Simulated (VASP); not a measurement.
Tb2As2Ir, 5 atoms in the cell. Symmetry: P4/mmm, No. 123, tetragonal system. Conventional cell: a = 5.132 Å, b = 5.132 Å, c = 4.799 Å, α = 90.00°, β = 90.00°, γ = 90.00°. Within 3.8 Å of Tb (site symmetry mmm) lie 4 As at 2.86 Å and 4 Ir at 3.51 Å and 4 Tb at 3.63 Å. Within 3.0 Å of As (site symmetry 4mm) lie 2 As at 2.28 to 2.52 Å and 4 Tb at 2.86 Å. Ir (site symmetry 4/mmm) has 8 Tb at 3.51 Å and 8 As at 3.80 Å within 4.6 Å. The cell was built from a structure type or drawn by symmetry, and may not be a known phase.

```yaml
Program: VASP 6.6.1
Task: single point
Functional: PBE
Potentials_or_basis: VASP PAW PBE potentials, release 64 (Tb_3, As, Ir), 4f in core
Cutoff: 500 eV
k_mesh: 4 × 4 × 4
Occupations: gaussian, width 0.1 eV
Spin: collinear spin
Starting_moments: "[0.0, 0.0, 0.0, 0.0, 1.0] μB"
Dipole_correction: no
Mended: yes
Further_INCAR_settings: ALGO = Normal; EDIFF = 1e-06; NBANDS = 30
```

Potentials or basis: VASP PAW PBE potentials, release 64 (Tb_3, As, Ir), 4f in core.

The run is started by

```bash
$ cat potpaw_PBE.64/Tb_3/POTCAR potpaw_PBE.64/As/POTCAR potpaw_PBE.64/Ir/POTCAR > POTCAR
$ mpirun -np 1 vasp_std > vasp.out
```

Hardware: 1 thread of Intel(R) Xeon(R) Platinum 8259CL CPU @ 2.50GHz (Skylake/Cascade Lake), on a shared host.

**Question.** How long does it take, and how much memory?

**Answer.** It took 5.1 min on 1 thread of Intel(R) Xeon(R) Platinum 8259CL CPU @ 2.50GHz (Skylake/Cascade Lake), on a shared host, peak memory 0.34 GiB. Counts: scf iterations 19, k points 18.
